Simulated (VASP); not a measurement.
Write the native input for VASP 6.6.1 that does the following.

| Item | Value |
| --- | --- |
| Task | single point |
| Functional | PBEsol |
| Potentials or basis | VASP PAW PBE potentials, release 64 (Sr_sv, Ti_sv, O) |
| Cutoff | 520 eV |
| k mesh | 6 × 6 × 6 |
| Occupations | gaussian, width 0.05 eV |
| Spin | no spin polarisation |
| Dipole correction | no |
| Further INCAR settings | ALGO = Normal; EDIFF = 1e-07; NBANDS = 28 |

The structure of SrTiO3 lies in POSCAR:

```
SrTiO3
1.0
    3.8911160995      0.0000000000      0.0000000000
    0.0000000000      3.8911160995      0.0000000000
    0.0000000000      0.0000000000      3.8911160995
Sr Ti O
1 1 3
Direct
    0.5000000000      0.5000000000      0.5000000000
    0.0000000000      0.0000000000      0.0000000000
    0.5000000000      0.0000000000      0.0000000000
    0.0000000000      0.5000000000      0.0000000000
    0.0000000000      0.0000000000      0.5000000000
```

The input as run:

INCAR

```
PREC = Accurate ; ENCUT = 520
EDIFF = 1E-7 ; ISMEAR = 0
SIGMA = 0.05 ; LREAL = False
LASPH = True ; NELM = 60
ALGO = Normal ; ISIF = 2
LWAVE = False ; LCHARG = False
GGA = PS ; NBANDS = 28
```

KPOINTS

```
regular mesh
0
Gamma
  6 6 6
```

Potentials or basis: VASP PAW PBE potentials, release 64 (Sr_sv, Ti_sv, O).

The run is started by

```sh
$ cat potpaw_PBE.64/Sr_sv/POTCAR potpaw_PBE.64/Ti_sv/POTCAR potpaw_PBE.64/O/POTCAR > POTCAR
$ mpirun -np 1 vasp_std > vasp.out
```

It gave:

```yaml
Pressure: 0.7 GPa
Band_gap_on_the_k_mesh: 1.82 eV (least direct gap 2.17 eV)
```

Caveat: the PAW data sets were made with another functional, which shifts forces and pressure a little.

It took 70 s on 1 thread of Intel Xeon 8259CL (shared host), peak memory 0.19 GiB.
